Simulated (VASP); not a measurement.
# Al3Cu (P4/mmm) in VASP: notebook

Al3Cu is run at these levels: r2SCAN; tasks: single point.

Program: VASP 6.6.1. These are calculated values, not measurements. Logs are shortened: lines on timing, memory, paths and dates and some standing lists are left out, and cuts for length are marked.

### 1 The cell of the first run

It takes space group P4/mmm (No. 123, tetragonal). Conventional cell: a = 2.732 Å, b = 2.732 Å, c = 7.364 Å, α = 90.00°, β = 90.00°, γ = 90.00°. Within 3.7 Å of Al (site symmetry 4/mmm) lie 12 Al at 2.73 to 2.81 Å and 2 Cu at 3.68 Å. Al (site symmetry 4mm) has 4 Cu at 2.53 Å and 9 Al at 2.73 to 3.28 Å within 3.3 Å. Within 3.3 Å of Cu (site symmetry 4/mmm) lie 8 Al at 2.53 Å and 4 Cu at 2.73 Å.

### 2 Single point, r2SCAN (strain -0.015 along x and y, -0.030 along z)

Input file POSCAR:

```
Al3Cu
1.0
    2.7321741500      0.0000000000      0.0000000000
    0.0000000000      2.7321741500      0.0000000000
    0.0000000000      0.0000000000      7.3641072206
Al Cu
3 1
Direct
    0.0000000000      0.0000000000      0.5000000000
    0.5000000000      0.5000000000      0.2226430005
    0.5000000000      0.5000000000      0.7773569995
    0.0000000000      0.0000000000      0.0000000000
```

Input file INCAR.step1:

```
  PREC = Accurate
  ENCUT = 520
  ISMEAR = 0
  SIGMA = 0.15
  LREAL = False
  LASPH = True
  NELM = 100
  NBANDS = 18
  GGA = PE
  ALGO = Normal
  EDIFF = 1E-4
  LWAVE = True
  LCHARG = False
```

Input file INCAR.step2:

```
  PREC = Accurate
  ENCUT = 520
  EDIFF = 1E-6
  ISMEAR = 0
  SIGMA = 0.15
  LREAL = False
  LASPH = True
  NELM = 100
  ALGO = Normal
  ISIF = 2
  LWAVE = False
  LCHARG = True
  METAGGA = R2SCAN
  LMIXTAU = True
  LELF = True
  LVHAR = True
  NBANDS = 18
  ISTART = 1
```

Input file KPOINTS:

```
regular mesh
0
Gamma
  18 18 6
```

Potentials or basis: VASP PAW PBE potentials, release 64 (Al, Cu).

Launch:

```sh
cat potpaw_PBE.64/Al/POTCAR potpaw_PBE.64/Cu/POTCAR > POTCAR
cp INCAR.step1 INCAR
mpirun -np 1 vasp_std > vasp.out
cp INCAR.step2 INCAR
mpirun -np 1 vasp_std > vasp.out
```

OUTCAR:

```text
PREC = Accurate
   ENCUT = 520
   EDIFF = 1E-6
   ISMEAR = 0
   LREAL = False
   LASPH = True
   NELM = 100
   ISIF = 2
   METAGGA = R2SCAN
   ISTART = 1

 ion  position               nearest neighbor table
   1  0.000  0.000  0.500-   2 2.81   3 2.81   2 2.81   3 2.81   2 2.81   3 2.81   2 2.81   3 2.81

   2  0.500  0.500  0.223-   4 2.53   4 2.53   4 2.53   4 2.53   1 2.81   1 2.81   1 2.81   1 2.81
                             3 3.28
   3  0.500  0.500  0.777-   4 2.53   4 2.53   4 2.53   4 2.53   1 2.81   1 2.81   1 2.81   1 2.81
                             2 3.28
   4  0.000  0.000  0.000-   2 2.53   3 2.53   2 2.53   3 2.53   2 2.53   3 2.53   2 2.53   3 2.53

  LATTYP: Found a simple tetragonal cell.
 ALAT       =     2.7321741500
 C/A-ratio  =     2.6953286344

  Lattice vectors:

 A1 = (   2.7321741500,   0.0000000000,   0.0000000000)
 A2 = (   0.0000000000,   2.7321741500,   0.0000000000)
 A3 = (   0.0000000000,   0.0000000000,   7.3641072206)

Analysis of symmetry for initial positions (statically):
=====================================================================
 Subroutine PRICEL returns:
 Original cell was already a primitive cell.

 Routine SETGRP: Setting up the symmetry group for a
 simple tetragonal supercell.

 Subroutine GETGRP returns: Found 16 space group operations
 (whereof 16 operations were pure point group operations)
 out of a pool of 16 trial point group operations.

The static configuration has the point symmetry D_4h.

Analysis of symmetry for dynamics (positions and initial velocities):
=====================================================================
 Subroutine PRICEL returns:
 Original cell was already a primitive cell.

 Routine SETGRP: Setting up the symmetry group for a
 simple tetragonal supercell.

 Subroutine GETGRP returns: Found 16 space group operations
 (whereof 16 operations were pure point group operations)
 out of a pool of 16 trial point group operations.

The dynamic configuration has the point symmetry D_4h.

 Subroutine INISYM returns: Found 16 space group operations
 (whereof 16 operations are pure point group operations),
 and found     1 'primitive' translations

----------------------------------------------------------------------------------------

                                     Primitive cell

  volume of cell :      54.9714

  direct lattice vectors                    reciprocal lattice vectors
     2.732174150  0.000000000  0.000000000     0.366008880  0.000000000  0.000000000
     0.000000000  2.732174150  0.000000000     0.000000000  0.366008880  0.000000000
     0.000000000  0.000000000  7.364107221     0.000000000  0.000000000  0.135793786

  length of vectors
     2.732174150  2.732174150  7.364107221     0.366008880  0.366008880  0.135793786

  position of ions in fractional coordinates (direct lattice)
     0.000000000  0.000000000  0.500000000
     0.500000000  0.500000000  0.222643000
     0.500000000  0.500000000  0.777357000
     0.000000000  0.000000000  0.000000000

  ion indices of the primitive-cell ions
   primitive index   ion index
                 1           1
                 2           2
                 3           3
                 4           4

----------------------------------------------------------------------------------------

 KPOINTS: regular mesh

Automatic generation of k-mesh.
 Grid dimensions read from file:
 generate k-points for:   18   18    6

 Generating k-lattice:

  Cartesian coordinates                     Fractional coordinates (reciprocal lattice)
     0.020333827  0.000000000  0.000000000     0.055555556  0.000000000  0.000000000
     0.000000000  0.020333827  0.000000000     0.000000000  0.055555556  0.000000000
     0.000000000  0.000000000  0.022632298     0.000000000  0.000000000  0.166666667

  Length of vectors
     0.020333827  0.020333827  0.022632298

  Shift w.r.t. Gamma in fractional coordinates (k-lattice)
     0.000000000  0.000000000  0.000000000

 Subroutine IBZKPT returns following result:
 ===========================================

 Found    220 irreducible k-points:

 Following reciprocal coordinates:
            Coordinates               Weight
  0.000000  0.000000  0.000000      1.000000
  0.055556  0.000000  0.000000      4.000000
  0.111111  0.000000  0.000000      4.000000
  0.166667  0.000000  0.000000      4.000000
  0.222222  0.000000  0.000000      4.000000
  0.277778  0.000000  0.000000      4.000000
[... 16 lines left out ...]
  0.277778  0.111111  0.000000      8.000000
  0.333333  0.111111  0.000000      8.000000
 [... further k-points ...]
   k-points           NKPTS =    220   k-points in BZ     NKDIM =    220   number of bands    NBANDS=     18
   number of dos      NEDOS =    301   number of ions     NIONS =      4
   total plane-waves  NPLWV =  22400
   dimension x,y,z NGX =    20 NGY =   20 NGZ =   56
   dimension x,y,z NGXF=    40 NGYF=   40 NGZF=  112
   ions per type =               3   1
   NGX,Y,Z   is equivalent  to a cutoff of  12.17, 12.17, 12.64 a.u.
   NGXF,Y,Z  is equivalent  to a cutoff of  24.34, 24.34, 25.28 a.u.
 SYSTEM =  unknown system
   PREC   = accura    normal or accurate (medium, high low for compatibility)
   ISTART =      1    job   : 0-new  1-cont  2-samecut
   ICHARG =      0    charge: 1-file 2-atom 10-const
   ISPIN  =      1    spin polarized calculation?
   LNONCOLLINEAR =      F non collinear calculations
   LSORBIT =      F    spin-orbit coupling
   LASPH  =      T    aspherical Exc in radial PAW
   ENCUT  =  520.0 eV  38.22 Ry    6.18 a.u.   5.08  5.08 13.69*2*pi/ulx,y,z
   NELM   =    100;   NELMIN=  2; NELMDL=  0     # of ELM steps
   EDIFF  = 0.1E-05   stopping-criterion for ELM
   LREAL  =      F    real-space projection
   EDIFFG = 0.1E-04   stopping-criterion for IOM
   NSW    =      0    number of steps for IOM
   IBRION =     -1    ionic relax: 0-MD 1-quasi-New 2-CG
   NFREE  =      0    steps in history (QN), initial steepest desc. (CG)
   ISIF   =      2    stress and relaxation
   ISYM   =      2    0-nonsym 1-usesym 2-fastsym
   POTIM  = 0.5000    time-step for ionic-motion
   TEBEG  =    0.0;   TEEND  =   0.0 temperature during run
   PSTRESS=    0.0 pullay stress
   NELECT =      20.0000    total number of electrons
   NUPDOWN=      -1.0000    fix difference up-down
   EMIN   =  10.00;   EMAX   =-10.00  energy-range for DOS
   EFERMI =   0.00;   METHOD = LEGACY
   ISMEAR =     0;   SIGMA  =   0.15  broadening in eV -4-tet -1-fermi 0-gaus
   EFERMI_NEDOS =   21; number of points for ismear=-14 and -15
   IALGO  =     38    algorithm
   IMIX   =      4    mixing-type and parameters
     AMIX     =   0.40;   BMIX     =  1.00
     AMIX_MAG =   1.60;   BMIX_MAG =  1.00
  volume/ion in A,a.u.               =      13.74        92.74
  Fermi-wavevector in a.u.,A,eV,Ry     =   1.168708  2.208537 18.583892  1.365878
  Thomas-Fermi vector in A             =   2.305191
   LORBIT       =      0    0 simple, 1 ext, 2 COOP (PROOUT), +10 PAW based schemes
   METAGGA = R2SCAN    functional components
   LHFCALC =     F    Hartree Fock is set to
   AEXX    =    0.0000 exact exchange contribution
   IVDW    =     0    specifies the selected vdW correction
   LEPSILON=     F    determine dielectric tensor
   LRPA    =     F    only Hartree local field effects (RPA)
 non-spin polarized calculation
 Gauss-broadening in eV      SIGMA  =   0.15
  energy-cutoff  :      520.00
  volume of cell :       54.97
 maximum number of plane-waves:      1509
   NGX = 11   NGY = 11   NGZ = 27

 number of electron      19.9999983 magnetization

 Free energy of the ion-electron system (eV)
  ---------------------------------------------------
  ext. energy  EPLUGINS =         0.00000000
  ---------------------------------------------------
  free energy    TOTEN  =       -31.35303312 eV

  energy without entropy =      -31.33965021  energy(sigma->0) =      -31.34634167

 E-fermi :   9.2009     XC(G=0): -11.9645

 val. band max:        9.1843592089   @ k =   0.3333   0.0556   0.1667
 cond. band min:       9.2031132595   @ k =   0.5000   0.4444   0.3333
 fundamental gap:      0.0187540506
 Fermi energy:         9.2009110746

 k-point     1 :       0.0000    0.0000    0.0000
  band No.  band energies     occupation
      1      -3.1660      2.00000
      2      -0.4507      2.00000
      3      -0.1397      2.00000
      4       4.1680      2.00000
      5       4.2938      2.00000
      6       5.1836      2.00000
[... 10 lines left out ...]
     17      19.2289      0.00000
     18      19.2289      0.00000

 k-point     2 :       0.0556    0.0000    0.0000
  band No.  band energies     occupation
      1      -3.1006      2.00000
      2      -0.3918      2.00000
      3      -0.0743      2.00000
      4       4.1801      2.00000
      5       4.3115      2.00000
      6       5.1402      2.00000
[... 10 lines left out ...]
     17      19.3007      0.00000
     18      19.5284      0.00000

 k-point     3 :       0.1111    0.0000    0.0000
  band No.  band energies     occupation
      1      -2.9046      2.00000
      2      -0.2159      2.00000
      3       0.1211      2.00000
      4       4.2132      2.00000
      5       4.3628      2.00000
      6       5.0282      2.00000
[... 10 lines left out ...]
     17      19.5146      0.00000
     18      19.8723      0.00000

 k-point     4 :       0.1667    0.0000    0.0000
  band No.  band energies     occupation
      1      -2.5792      2.00000
      2       0.0743      2.00000
      3       0.4445      2.00000
      4       4.2597      2.00000
      5       4.4394      2.00000
      6       4.8822      2.00000
[... 375 lines left out ...]
      4       4.3855      2.00000
      5       4.5686      2.00000
      6       4.7640      2.00000
[... 10 lines left out ...]
     17      19.8344      0.00000
     18      21.0776      0.00000

 k-point    23 :       0.2778    0.1111    0.0000
  band No.  band energies     occupation
      1      -1.2941      2.00000
      2       1.1905      2.00000
      3       1.7012      2.00000
      4       4.4173      2.00000
      5       4.6228      2.00000
      6       4.6271      2.00000
[... 10 lines left out ...]
     17      18.4246      0.00000
     18      19.9321      0.00000

 k-point    24 :       0.3333    0.1111    0.0000
  band No.  band energies     occupation
      1      -0.5999      2.00000
      2       1.7576      2.00000
      3       2.3570      2.00000
      4       4.3202      2.00000
      5       4.4989      2.00000
      6       4.6662      2.00000
[... 10 lines left out ...]
     17      17.9943      0.00000
     18      19.3332      0.00000

 [... further k-points ...]
[... 5 lines left out ...]
  --------------------------------------------------------------------------------------
  -------------------------------------------------------------------------------------
  Total        2.2589546      2.2589546      2.9568490      0.0000000      0.0000000      0.0000000
  in kB       65.8386962     65.8386962     86.1792822      0.0000000      0.0000000      0.0000000
  external PRESSURE =      72.6188916 kB  Pullay stress =       0.0000000 kB

 VOLUME and BASIS-vectors are now :
 -----------------------------------------------------------------------------
  energy-cutoff  :      520.00
  volume of cell :       54.97
      direct lattice vectors                 reciprocal lattice vectors
     2.732174150  0.000000000  0.000000000     0.366008880  0.000000000  0.000000000
     0.000000000  2.732174150  0.000000000     0.000000000  0.366008880  0.000000000
     0.000000000  0.000000000  7.364107221     0.000000000  0.000000000  0.135793786

 POSITION                                       TOTAL-FORCE (eV/Angst)
 -----------------------------------------------------------------------------------
      0.00000      0.00000      3.68205         0.000000      0.000000      0.000000
      1.36609      1.36609      1.63957         0.000000     -0.000000      0.178071
      1.36609      1.36609      5.72454        -0.000000     -0.000000     -0.178071
      0.00000      0.00000      0.00000         0.000000      0.000000      0.000000
 -----------------------------------------------------------------------------------
    total drift:                               -0.000000      0.000000     -0.000000

  FREE ENERGIE OF THE ION-ELECTRON SYSTEM (eV)
  ---------------------------------------------------
  free  energy   TOTEN  =       -31.3530331214 eV

  energy  without entropy=      -31.3396502128  energy(sigma->0) =      -31.34634167
```

Run time: 9.9 min. Hardware: 1 thread of Intel Xeon Platinum 8259CL at 2.50GHz (Skylake/Cascade Lake), shared host; peak memory 0.32 GiB.

What came out:

| Item | Value |
| --- | --- |
| Free energy | -31.3530 eV |
| Pressure | 7.3 GPa |
| Largest force | 0.178 eV/Å |
| Band gap on the k mesh | zero (bands 10 and 11 overlap by 6.90 eV) |

Forces on the atoms (eV/Å):
```
Al   0.000  0.000  0.000
Al   0.000  0.000  0.178
Al   0.000  0.000 -0.178
Cu   0.000  0.000  0.000
```

Caveat: the cell differs from its parent crystal (strain -0.015 along x and y, -0.030 along z); the cell stands under pressure; the PAW data sets were made with another functional, which shifts forces and pressure a little.

### 3 Single point, r2SCAN (strain -0.030 along x and y, +0.015 along z)

Input file POSCAR:

```
Al3Cu
1.0
    2.6905674370      0.0000000000      0.0000000000
    0.0000000000      2.6905674370      0.0000000000
    0.0000000000      0.0000000000      7.7057410607
Al Cu
3 1
Direct
    0.0000000000      0.0000000000      0.5000000000
    0.5000000000      0.5000000000      0.2226430005
    0.5000000000      0.5000000000      0.7773569995
    0.0000000000      0.0000000000      0.0000000000
```

Input file INCAR.step1:

```
PREC = Accurate ; ENCUT = 520
ISMEAR = 0 ; SIGMA = 0.15
LREAL = F ; LASPH = T
NELM = 60 ; NBANDS = 18
GGA = PE ; ALGO = Normal
EDIFF = 1E-4 ; LWAVE = T
LCHARG = F
```

Input file INCAR.step2:

```
PREC = Accurate ; ENCUT = 520
EDIFF = 1E-6 ; ISMEAR = 0
SIGMA = 0.15 ; LREAL = F
LASPH = T ; NELM = 60
ALGO = Normal ; ISIF = 2
LWAVE = F ; LCHARG = F
METAGGA = R2SCAN ; LMIXTAU = T
NBANDS = 18 ; ISTART = 1
```

KPOINTS is that of step 2.

Potentials or basis: VASP PAW PBE potentials, release 64 (Al, Cu).

Launch:

```sh
cat potpaw_PBE.64/Al/POTCAR potpaw_PBE.64/Cu/POTCAR > POTCAR
cp INCAR.step1 INCAR
mpirun -np 1 vasp_std > vasp.out
cp INCAR.step2 INCAR
mpirun -np 1 vasp_std > vasp.out
```

Wall time 10 min (1 thread of Intel Xeon Platinum 8259CL at 2.50GHz (Skylake/Cascade Lake), shared host); peak memory 0.33 GiB.

The run converged. Its results:

| Quantity | Value |
| --- | --- |
| Free energy | -31.3364 eV |
| Pressure | 5.7 GPa |
| Largest force | 0.252 eV/Å |
| Band gap on the k mesh | zero (bands 10 and 11 overlap by 5.84 eV) |

Forces in eV/Å, atoms in the order of the input:
```
Al   0.000  0.000  0.000
Al   0.000  0.000  0.252
Al   0.000  0.000 -0.252
Cu   0.000  0.000  0.000
```

Stress tensor (GPa, compression positive):
```
 8.78  0.00  0.00
 0.00  8.78  0.00
 0.00  0.00 -0.51
```

Levels at points of the mesh, in eV from the Fermi level:
```csv
k point,band 7,band 8,band 9,band 10,band 11,band 12,band 13,band 14
"(0.00, 0.00, 0.00)",-3.91,-3.47,-2.66,-0.08,7.07,8.06,8.06,8.57
"(0.50, 0.00, 0.00)",-4.03,-4.01,-3.80,-2.59,-1.91,2.36,3.85,3.93
"(0.50, 0.50, 0.00)",-2.58,-0.25,-0.04,0.18,0.18,0.51,0.51,0.68
"(0.00, 0.00, 0.50)",-3.91,-3.91,-3.47,3.42,5.11,7.05,8.53,8.64
"(0.50, 0.00, 0.50)",-4.01,-3.80,-2.87,-1.35,-1.29,-0.04,0.76,8.55
"(0.50, 0.50, 0.50)",-1.86,-1.69,-1.69,-0.28,-0.28,0.79,2.47,3.41
```

Caveat: the cell differs from its parent crystal (strain -0.030 along x and y, +0.015 along z); the cell stands under pressure; the PAW data sets were made with another functional, which shifts forces and pressure a little.

(Part 1 of 2 ends here.)
